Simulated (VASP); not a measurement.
Input of a VASP 6.6.1 run:

Contents of INCAR:

```
SYSTEM = Sb
ALGO = Normal ; EDIFF = 1E-6
EDIFFG = -0.005 ; ENCUT = 600
GGA = PS ; IBRION = 2
ISIF = 4 ; ISMEAR = -1
LASPH = .True. ; LCHARG = .False.
LREAL = .False. ; LWAVE = .False.
NELM = 60 ; NSW = 50
PREC = Accurate ; SIGMA = 0.1
```

File KPOINTS:

```
k-points
0
Gamma
  13 13 7
  0 0 0
```

Contents of POSCAR:

```
Sb
1.0
    2.8697355221      0.0000000000      0.0000000000
   -1.4348677611      2.4852638643      0.0000000000
    0.0000000000      0.0000000000      4.3957534207
Sb
2
Direct
    0.3333333333      0.6666666667      0.2500000000
    0.6666666667      0.3333333333      0.7500000000
```

Potentials or basis: VASP PAW PBE potentials, release 64 (Sb).

Command:

```console
$ cat potpaw_PBE.64/Sb/POTCAR > POTCAR
$ mpirun -np 1 vasp_std > vasp.out
```

What does it give for the band gap on the k mesh?

Zero (band 5 reaches 24.90 eV, above the bottom of band 6 at 12.46 eV).

Step by step:
| step | energy change (eV) | largest force (eV/Å) | pressure (GPa) | volume (Å³) |
| --- | --- | --- | --- | --- |
| 1 | 0.0000 | 0.0000 | 115.47 | 31.35 |
| 2 | -0.0229 | 0.0000 | 114.89 | 31.35 |
| 3 | -0.0230 | 0.0000 | 114.90 | 31.35 |
| 4 | -0.0230 | 0.0000 | 114.90 | 31.35 |

Caveat: the PAW data sets were made with another functional, which shifts forces and pressure a little; spin-orbit coupling is left out, which moves the levels of the heavy elements.
